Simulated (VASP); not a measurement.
The system is Sn.

```
Sn
1.0
    -2.91964    2.91964    1.59380
     2.91964   -2.91964    1.59380
     2.91964    2.91964   -1.59380
Sn
2
Cartesian
  0.0000 0.0000 0.0000
  0.0000 2.9196 0.7969
```

Base run:

| Property | Result |
| --- | --- |
| Program | VASP 6.6.1 |
| Functional | PBE |
| Potentials or basis | VASP PAW PBE potentials, release 64 (Sn_d) |
| Cutoff | 520 eV |
| k mesh | 9 × 9 × 6 |
| Occupations | methfessel-paxton, width 0.1 eV |
| Spin | no spin polarisation |

Its results: band gap on the k mesh zero (bands 14 and 15 overlap by 4.39 eV); pressure 2.4 GPa; largest force 0.020 eV/Å.

Question: The run is repeated on the same cell with these changes: functional from PBE to r2SCAN; further incar settings from ALGO = Normal; EDIFF = 1e-07; NBANDS = 21; ISYM = 0 to ALGO = Normal; EDIFF = 1e-06; NBANDS = 21; ISYM = 0. What comes out?

Answer: Band gap on the k mesh zero (bands 14 and 15 overlap by 4.63 eV); pressure 0.9 GPa; largest force 0.022 eV/Å.

Caveats: spin-orbit coupling is left out, which moves the levels of the heavy elements; the PAW data sets were made with another functional, which shifts forces and pressure a little (at least some runs).
